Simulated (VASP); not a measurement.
Set up this calculation in VASP 6.6.1, as the native input.

```
Task                   : single point
Functional             : PBE
Dispersion             : D3(BJ)
Potentials or basis    : VASP PAW PBE potentials, release 64 (Ga_d, As_d)
Cutoff                 : 510 eV
k mesh                 : 4 × 4 × 4
Occupations            : gaussian, width 0.1 eV
Spin                   : no spin polarisation
Hubbard terms          : Ga d U = 5.7 eV, J = 0.36 eV
Dipole correction      : no
LDAUTYPE               : 1
Hund's J               : 0.36
Further INCAR settings : ALGO = Normal; EDIFF = 1e-06; NBANDS = 21
```

The structure of GaAs lies in POSCAR:

```
GaAs
1.0
    0.0000000000      2.8750910496      2.8750910496
    2.8750910496      0.0000000000      2.8750910496
    2.8750910496      2.8750910496      0.0000000000
Ga As
1 1
Direct
    0.0000000000      0.0000000000      0.0000000000
    0.2500000000      0.2500000000      0.2500000000
```

These files were run (other wordings do the same):

INCAR

```
PREC = Accurate
ENCUT = 510
EDIFF = 1E-6
ISMEAR = 0
SIGMA = 0.1
LREAL = False
LASPH = True
NELM = 200
ALGO = Normal
ISIF = 2
LWAVE = False
LCHARG = False
LDAU = True
LDAUTYPE = 1
LDAUL = 2 -1
LDAUU = 5.7 0
LDAUJ = 0.36 0
LDAUPRINT = 1
GGA = PE
IVDW = 12
NBANDS = 21
GGA_COMPAT = False
```

KPOINTS

```
regular mesh
0
Gamma
  4 4 4
```

Potentials or basis: VASP PAW PBE potentials, release 64 (Ga_d, As_d).

Command:

```bash
$ cat potpaw_PBE.64/Ga_d/POTCAR potpaw_PBE.64/As_d/POTCAR > POTCAR
$ mpirun -np 1 vasp_std > vasp.out
```

It gave:

The pressure is -4.2 GPa and the band gap on the k mesh is 0.31 eV. The dispersion energy per atom is -0.307 eV.

Caveat: the k points lie up to 0.47 Å⁻¹ apart; semilocal functionals underestimate gaps, and a narrow one can read as zero; the U is typed as a test and isn't derived for this compound.

It took 7.5 s on 1 thread of Intel(R) Xeon(R) 6975P-C (Granite Rapids) (shared host), peak memory 0.17 GiB.
